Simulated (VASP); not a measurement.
# F (C2/m) in VASP: further runs

Runs on F. Level: PBE. Tasks: single point.

All numbers are computed with VASP 6.6.1; they aren't measurements. Logs are shortened: lines on timing, memory, paths and dates and some standing lists are left out, and cuts for length are marked.

## (1) The cell of the first run

It takes space group C2/m (No. 12, monoclinic). Conventional cell: a = 5.500 Å, b = 3.280 Å, c = 7.284 Å, α = 90.00°, β = 102.17°, γ = 90.00°. Within 1.9 Å of F (site symmetry m) lie 1 F at 1.45 Å. F (site symmetry m) has 1 F at 1.44 Å within 1.9 Å.

## (2) Single point, PBE

INCAR reads:

```
PREC = Accurate ; ENCUT = 520
EDIFF = 1E-7 ; ISMEAR = -1
SIGMA = 0.05 ; LREAL = F
LASPH = T ; NELM = 80
ALGO = Normal ; ISIF = 2
LWAVE = F ; LCHARG = F
GGA = PE ; NBANDS = 22
```

KPOINTS reads:

```
regular mesh
0
Gamma
  9 9 4
```

POSCAR reads:

```
F
1.0
    2.7500000000     -1.6400000000      0.0000000000
    2.7500000000      1.6400000000      0.0000000000
   -1.5360119809      0.0000000000      7.1200165312
F
4
Direct
    0.4950000000      0.4950000000      0.4000000000
    0.5050000000      0.5050000000      0.6000000000
    0.9496000000      0.9496000000      0.9004000000
    0.0504000000      0.0504000000      0.0996000000
```

Potentials or basis: VASP PAW PBE potentials, release 64 (F).

On the command line:

```console
> cat potpaw_PBE.64/F/POTCAR > POTCAR
> mpirun -np 1 vasp_std > vasp.out
```

OUTCAR:

```text
PREC = Accurate
   ENCUT = 520
   EDIFF = 1E-7
   ISMEAR = -1
   LREAL = F
   LASPH = T
   NELM = 80
   ISIF = 2
   GGA = PE

 ion  position               nearest neighbor table
   1  0.495  0.495  0.400-   2 1.45
   2  0.505  0.505  0.600-   1 1.45
   3  0.950  0.950  0.900-   4 1.44
   4  0.050  0.050  0.100-   3 1.44

  LATTYP: Found a base centered monoclinic cell.
 ALAT       =     5.5000000000
 B/A-ratio  =     0.5963636364
 C/A-ratio  =     1.3243300906
 COS(beta)  =    -0.2108801330

  Lattice vectors:

 A1 = (   2.7500000000,  -1.6400000000,   0.0000000000)
 A2 = (   2.7500000000,   1.6400000000,   0.0000000000)
 A3 = (  -1.5360119809,   0.0000000000,   7.1200165312)

Analysis of symmetry for initial positions (statically):
=====================================================================
 Subroutine PRICEL returns:
 Original cell was already a primitive cell.

 Routine SETGRP: Setting up the symmetry group for a
 base centered monoclinic supercell.

 Subroutine GETGRP returns: Found  4 space group operations
 (whereof  4 operations were pure point group operations)
 out of a pool of  4 trial point group operations.

The static configuration has the point symmetry C_2h.

Analysis of symmetry for dynamics (positions and initial velocities):
=====================================================================
 Subroutine PRICEL returns:
 Original cell was already a primitive cell.

 Routine SETGRP: Setting up the symmetry group for a
 base centered monoclinic supercell.

 Subroutine GETGRP returns: Found  4 space group operations
 (whereof  4 operations were pure point group operations)
 out of a pool of  4 trial point group operations.

The dynamic configuration has the point symmetry C_2h.

 Subroutine INISYM returns: Found  4 space group operations
 (whereof  4 operations are pure point group operations),
 and found     1 'primitive' translations

----------------------------------------------------------------------------------------

                                     Primitive cell

  volume of cell :      64.2225

  direct lattice vectors                    reciprocal lattice vectors
     2.750000000 -1.640000000  0.000000000     0.181818182 -0.304878049  0.039223913
     2.750000000  1.640000000  0.000000000     0.181818182  0.304878049  0.039223913
    -1.536011981  0.000000000  7.120016531     0.000000000  0.000000000  0.140449112

  length of vectors
     3.201890067  3.201890067  7.283815498     0.357137216  0.357137216  0.140449112

  position of ions in fractional coordinates (direct lattice)
     0.495000000  0.495000000  0.400000000
     0.505000000  0.505000000  0.600000000
     0.949600000  0.949600000  0.900400000
     0.050400000  0.050400000  0.099600000

  ion indices of the primitive-cell ions
   primitive index   ion index
                 1           1
                 2           2
                 3           3
                 4           4

----------------------------------------------------------------------------------------

 KPOINTS: regular mesh

Automatic generation of k-mesh.
 Grid dimensions read from file:
 generate k-points for:    9    9    4

 Generating k-lattice:

  Cartesian coordinates                     Fractional coordinates (reciprocal lattice)
     0.020202020 -0.033875339  0.004358213     0.111111111 -0.000000000  0.000000000
     0.020202020  0.033875339  0.004358213    -0.000000000  0.111111111  0.000000000
     0.000000000  0.000000000  0.035112278     0.000000000  0.000000000  0.250000000

  Length of vectors
     0.039681913  0.039681913  0.035112278

  Shift w.r.t. Gamma in fractional coordinates (k-lattice)
     0.000000000  0.000000000  0.000000000

 Subroutine IBZKPT returns following result:
 ===========================================

 Found     95 irreducible k-points:

 Following reciprocal coordinates:
            Coordinates               Weight
  0.000000  0.000000  0.000000      1.000000
  0.111111  0.000000  0.000000      4.000000
  0.222222 -0.000000  0.000000      4.000000
  0.333333 -0.000000 -0.000000      4.000000
  0.444444 -0.000000  0.000000      4.000000
  0.111111  0.111111 -0.000000      2.000000
[... 16 lines left out ...]
 -0.333333  0.333333  0.000000      2.000000
  0.444444  0.444444  0.000000      2.000000
 [... further k-points ...]
   k-points           NKPTS =     95   k-points in BZ     NKDIM =     95   number of bands    NBANDS=     22
   number of dos      NEDOS =    301   number of ions     NIONS =      4
   total plane-waves  NPLWV =  31104
   dimension x,y,z NGX =    24 NGY =   24 NGZ =   54
   dimension x,y,z NGXF=    48 NGYF=   48 NGZF=  108
   ions per type =               4
   NGX,Y,Z   is equivalent  to a cutoff of  12.46, 12.46, 12.32 a.u.
   NGXF,Y,Z  is equivalent  to a cutoff of  24.92, 24.92, 24.65 a.u.
 SYSTEM =  unknown system
   PREC   = accura    normal or accurate (medium, high low for compatibility)
[... 69 lines left out ...]
      6     -10.8733      2.00000
[... 14 lines left out ...]
     21      13.7307      0.00000
     22      16.5835      0.00000

 k-point     2 :       0.1111    0.0000    0.0000
  band No.  band energies     occupation
      1     -29.7763      2.00000
      2     -29.6315      2.00000
      3     -24.0842      2.00000
      4     -23.7705      2.00000
      5     -11.7064      2.00000
      6     -10.8936      2.00000
[... 14 lines left out ...]
     21      14.1473      0.00000
     22      15.1193      0.00000

 k-point     3 :       0.2222   -0.0000    0.0000
  band No.  band energies     occupation
      1     -29.7442      2.00000
      2     -29.6127      2.00000
      3     -24.0339      2.00000
      4     -23.7782      2.00000
      5     -11.6239      2.00000
      6     -10.9552      2.00000
[... 14 lines left out ...]
     21      13.5509      0.00000
     22      14.2300      0.00000

 k-point     4 :       0.3333   -0.0000   -0.0000
  band No.  band energies     occupation
      1     -29.7066      2.00000
      2     -29.5921      2.00000
      3     -23.9653      2.00000
      4     -23.7979      2.00000
      5     -11.5001      2.00000
      6     -11.0575      2.00000
[... 14 lines left out ...]
     21      12.5125      0.00000
     22      13.5213      0.00000

 k-point     5 :       0.4444   -0.0000    0.0000
  band No.  band energies     occupation
      1     -29.6810      2.00000
      2     -29.5795      2.00000
      3     -23.8955      2.00000
      4     -23.8357      2.00000
      5     -11.3529      2.00000
      6     -11.1923      2.00000
[... 14 lines left out ...]
     21      11.0941      0.00000
     22      12.0016      0.00000

 k-point     6 :       0.1111    0.1111   -0.0000
  band No.  band energies     occupation
      1     -29.7749      2.00000
      2     -29.6301      2.00000
      3     -24.0831      2.00000
      4     -23.7704      2.00000
      5     -11.7046      2.00000
      6     -10.8937      2.00000
[... 14 lines left out ...]
     21      14.4221      0.00000
     22      15.6509      0.00000

 k-point     7 :       0.2222    0.1111    0.0000
  band No.  band energies     occupation
      1     -29.7516      2.00000
      2     -29.6158      2.00000
      3     -24.0489      2.00000
      4     -23.7743      2.00000
      5     -11.6483      2.00000
      6     -10.9330      2.00000
[... 324 lines left out ...]
      6     -11.0045      2.00000
[... 14 lines left out ...]
     21      11.8816      0.00000
     22      13.5883      0.00000

 k-point    21 :       0.4444    0.3333    0.0000
  band No.  band energies     occupation
      1     -29.6813      2.00000
      2     -29.5679      2.00000
      3     -23.9464      2.00000
      4     -23.7850      2.00000
      5     -11.4621      2.00000
      6     -11.0452      2.00000
[... 14 lines left out ...]
     21      11.2046      0.00000
     22      13.7662      0.00000

 k-point    22 :      -0.4444    0.3333   -0.0000
  band No.  band energies     occupation
      1     -29.6664      2.00000
      2     -29.5607      2.00000
      3     -23.9080      2.00000
      4     -23.8032      2.00000
      5     -11.3824      2.00000
      6     -11.1136      2.00000
[... 14 lines left out ...]
     21      11.2618      0.00000
     22      13.2003      0.00000

 k-point    23 :      -0.3333    0.3333    0.0000
  band No.  band energies     occupation
      1     -29.6621      2.00000
      2     -29.5617      2.00000
      3     -23.8711      2.00000
      4     -23.8338      2.00000
      5     -11.2981      2.00000
      6     -11.2034      2.00000
[... 14 lines left out ...]
     21      11.5709      0.00000
     22      12.0282      0.00000

 k-point    24 :       0.4444    0.4444    0.0000
  band No.  band energies     occupation
      1     -29.6747      2.00000
      2     -29.5614      2.00000
      3     -23.9409      2.00000
      4     -23.7812      2.00000
      5     -11.4510      2.00000
      6     -11.0427      2.00000
[... 14 lines left out ...]
     21      11.0619      0.00000
     22      13.6101      0.00000

 [... further k-points ...]
[... 5 lines left out ...]
  --------------------------------------------------------------------------------------
  -------------------------------------------------------------------------------------
  Total        0.0750967      0.0902970     -1.3800809      0.0000000      0.0000000      0.0305579
  in kB        1.8734574      2.2526645    -34.4292527      0.0000000      0.0000000      0.7623368
  external PRESSURE =     -10.1010436 kB  Pullay stress =       0.0000000 kB

 VOLUME and BASIS-vectors are now :
 -----------------------------------------------------------------------------
  energy-cutoff  :      520.00
  volume of cell :       64.22
      direct lattice vectors                 reciprocal lattice vectors
     2.750000000 -1.640000000  0.000000000     0.181818182 -0.304878049  0.039223913
     2.750000000  1.640000000  0.000000000     0.181818182  0.304878049  0.039223913
    -1.536011981  0.000000000  7.120016531     0.000000000  0.000000000  0.140449112

 POSITION                                       TOTAL-FORCE (eV/Angst)
 -----------------------------------------------------------------------------------
      2.10810      0.00000      2.84801        -0.108319      0.000000      0.582974
      1.85589      0.00000      4.27201         0.108319      0.000000     -0.582974
      3.83977      0.00000      6.41086         0.062656      0.000000      0.410066
      0.12421      0.00000      0.70915        -0.062656      0.000000     -0.410066
 -----------------------------------------------------------------------------------
    total drift:                                0.000000     -0.000000      0.000000

  FREE ENERGIE OF THE ION-ELECTRON SYSTEM (eV)
  ---------------------------------------------------
  free  energy   TOTEN  =        -7.2806477383 eV

  energy  without entropy=       -7.2806477383  energy(sigma->0) =       -7.28064774
```

Run time: 88 s. Hardware: 1 thread of Oxide Virtual Turin-like, shared host; peak memory 0.19 GiB.

What came out:

- Free energy: -7.2806 eV
- Pressure: -1.0 GPa
- Largest force: 0.593 eV/Å
- Band gap on the k mesh: 2.28 eV, direct

Forces in eV/Å, atoms in the order of the input:
```
F   -0.108  0.000  0.583
F    0.108  0.000 -0.583
F    0.063  0.000  0.410
F   -0.063  0.000 -0.410
```

A k mesh can miss the band edges. A hybrid or GW would open this gap; PBE tends to underestimate it.

## (3) Single point, PBE

This run uses another cell than the first one, of 16.38 Å³/atom, 1.020 times its volume.

INCAR reads:

```
PREC = Accurate
ENCUT = 520
EDIFF = 1E-6
ISMEAR = -1
SIGMA = 0.05
LREAL = False
LASPH = True
NELM = 60
ALGO = Normal
ISIF = 2
LWAVE = False
LCHARG = False
GGA = PE
NBANDS = 22
```

KPOINTS is that of step 2.

POSCAR reads:

```
F
1.0
    2.7682124513     -1.6508612437      0.0000000000
    2.7682124513      1.6508612437      0.0000000000
   -1.5461845421      0.0000000000      7.1671703327
F
4
Direct
    0.4950000000      0.4950000000      0.4000000000
    0.5050000000      0.5050000000      0.6000000000
    0.9496000000      0.9496000000      0.9004000000
    0.0504000000      0.0504000000      0.0996000000
```

Potentials or basis: VASP PAW PBE potentials, release 64 (F).

On the command line:

```console
> cat potpaw_PBE.64/F/POTCAR > POTCAR
> mpirun -np 1 vasp_std > vasp.out
```

It took 94 s on 1 thread of Oxide Virtual Turin-like, shared host; peak memory 0.19 GiB.

It converged, with:

```
Free energy            : -7.2736 eV
Pressure               : -1.8 GPa
Largest force          : 0.870 eV/Å
Band gap on the k mesh : 2.21 eV, direct
```

Forces on the atoms (eV/Å):
```
F   -0.158  0.000  0.856
F    0.158  0.000 -0.856
F    0.114  0.000  0.693
F   -0.114  0.000 -0.693
```

Stress tensor (GPa, compression positive):
```
 0.01  0.00  0.08
 0.00  0.12  0.00
 0.08  0.00 -5.51
```

Levels at points of the mesh, in eV from the valence-band top:
```csv
k point,band 10,band 11,band 12,band 13,band 14,band 15,band 16,band 17,band 18,band 19
"(0.00, 0.00, 0.00)",-2.92,-0.25,-0.18,-0.07,0.00,2.21,3.26,9.16,11.22,12.41
"(0.00, 0.00, 0.50)",-2.95,-0.13,-0.13,-0.12,-0.12,2.70,2.76,9.91,9.93,14.68
```

## (4) Single point, PBE

This run uses another cell than the first one, of 16.70 Å³/atom, 1.040 times its volume.

INCAR reads:

```
  ALGO = Normal
  EDIFF = 1E-6
  ENCUT = 520
  GGA = PE
  ISIF = 2
  ISMEAR = -1
  LASPH = T
  LCHARG = T
  LELF = T
  LREAL = F
  LVHAR = T
  LWAVE = F
  NBANDS = 22
  NELM = 80
  PREC = Accurate
  SIGMA = 0.05
```

KPOINTS reads:

```
k-points
0
Gamma
  9 9 4
```

POSCAR reads:

```
F
1.0
    2.7861883605     -1.6615814223      0.0000000000
    2.7861883605      1.6615814223      0.0000000000
   -1.5562249828      0.0000000000      7.2137117039
F
4
Direct
    0.4950000000      0.4950000000      0.4000000000
    0.5050000000      0.5050000000      0.6000000000
    0.9496000000      0.9496000000      0.9004000000
    0.0504000000      0.0504000000      0.0996000000
```

On the command line:

```console
> cat potpaw_PBE.64/F/POTCAR > POTCAR
> mpirun -np 1 vasp_std > vasp.out
```

Run time: 2.2 min. Hardware: 1 thread of Oxide Virtual Turin-like, shared host; peak memory 0.2 GiB.

Results (log left out):

```
Free energy            : -7.2605 eV
Pressure               : -2.5 GPa
Largest force          : 1.128 eV/Å
Band gap on the k mesh : 2.14 eV, direct
```

Forces in eV/Å, atoms in the order of the input:
```
F   -0.204  0.000  1.110
F    0.204  0.000 -1.110
F    0.161  0.000  0.956
F   -0.161  0.000 -0.956
```

Stress tensor (GPa, compression positive):
```
-0.12  0.00  0.08
 0.00  0.04  0.00
 0.08  0.00 -7.37
```

Levels at points of the mesh, in eV from the valence-band top:
| k point | band 10 | band 11 | band 12 | band 13 | band 14 | band 15 | band 16 | band 17 | band 18 | band 19 |
| --- | --- | --- | --- | --- | --- | --- | --- | --- | --- | --- |
| (0.00, 0.00, 0.00) | -2.85 | -0.24 | -0.17 | -0.07 | 0.00 | 2.14 | 3.15 | 9.14 | 11.22 | 12.34 |
| (0.00, 0.00, 0.50) | -2.87 | -0.13 | -0.12 | -0.12 | -0.11 | 2.61 | 2.67 | 9.89 | 9.90 | 14.63 |

Caveat: forces of over 1 eV/Å act on the atoms, so gaps and moduli don't describe the material at rest.

## (5) Single point, PBE

This run uses another cell than the first one, of 17.02 Å³/atom, 1.060 times its volume.

INCAR reads:

```
PREC = Accurate
ENCUT = 520
EDIFF = 1E-7
ISMEAR = -1
SIGMA = 0.05
LREAL = False
LASPH = True
NELM = 60
ALGO = Normal
ISIF = 2
LWAVE = False
LCHARG = True
GGA = PE
LELF = True
LVHAR = True
NBANDS = 22
```

KPOINTS reads:

```
regular mesh
0
Gamma
  9 9 4
```

POSCAR reads:

```
F
1.0
    2.8039352617     -1.6721650288      0.0000000000
    2.8039352617      1.6721650288      0.0000000000
   -1.5661375111      0.0000000000      7.2596601511
F
4
Direct
    0.4950000000      0.4950000000      0.4000000000
    0.5050000000      0.5050000000      0.6000000000
    0.9496000000      0.9496000000      0.9004000000
    0.0504000000      0.0504000000      0.0996000000
```

On the command line:

```console
> cat potpaw_PBE.64/F/POTCAR > POTCAR
> mpirun -np 1 vasp_std > vasp.out
```

It took 1.7 min on 1 thread of Oxide Virtual Turin-like, shared host; peak memory 0.2 GiB.

The run converged. Its results:

| Quantity | Value |
| --- | --- |
| Free energy | -7.2420 eV |
| Pressure | -3.1 GPa |
| Largest force | 1.369 eV/Å |
| Band gap on the k mesh | 2.07 eV, direct |

Forces on the atoms (eV/Å):
```
F   -0.247  0.000  1.347
F    0.247  0.000 -1.347
F    0.206  0.000  1.200
F   -0.206  0.000 -1.200
```

Stress tensor (GPa, compression positive):
```
-0.24  0.00  0.08
 0.00 -0.03  0.00
 0.08  0.00 -9.04
```

Levels at points of the mesh, in eV from the valence-band top:
| k point | band 10 | band 11 | band 12 | band 13 | band 14 | band 15 | band 16 | band 17 | band 18 | band 19 |
| --- | --- | --- | --- | --- | --- | --- | --- | --- | --- | --- |
| (0.00, 0.00, 0.00) | -2.78 | -0.23 | -0.17 | -0.07 | 0.00 | 2.07 | 3.05 | 9.12 | 11.21 | 12.27 |
| (0.00, 0.00, 0.50) | -2.80 | -0.12 | -0.12 | -0.12 | -0.11 | 2.52 | 2.58 | 9.86 | 9.88 | 14.57 |

Caveat: forces of over 1 eV/Å act on the atoms, so gaps and moduli don't describe the material at rest. As with any semilocal functional, this PBE gap is likely too small.

## (6) The runs side by side

| cell | gap on the mesh (eV) | pressure (GPa) | largest force (eV/Å) |
| --- | --- | --- | --- |
| a = 3.202, b = 3.202, c = 7.284 Å, angles 100.4, 100.4, 61.6°, 4 atoms | 2.28 | -1.0 | 0.59 |
| a = 3.223, b = 3.223, c = 7.332 Å, angles 100.4, 100.4, 61.6°, 4 atoms | 2.21 | -1.8 | 0.87 |
| a = 3.244, b = 3.244, c = 7.380 Å, angles 100.4, 100.4, 61.6°, 4 atoms | 2.14 | -2.5 | 1.13 |
| a = 3.265, b = 3.265, c = 7.427 Å, angles 100.4, 100.4, 61.6°, 4 atoms | 2.07 | -3.1 | 1.37 |

Alike in all rows: task single point; level PBE; potentials or basis VASP PAW PBE potentials, release 64 (F); no spin polarisation; k mesh 9 × 9 × 4; cutoff (eV) 520; smearing fermi-dirac 0.05 eV.

Caveats: forces of over 1 eV/Å act on the atoms, so gaps and moduli don't describe the material at rest (some runs).

Total energies depend on the potentials used, so only differences within one code and one set of settings carry meaning.
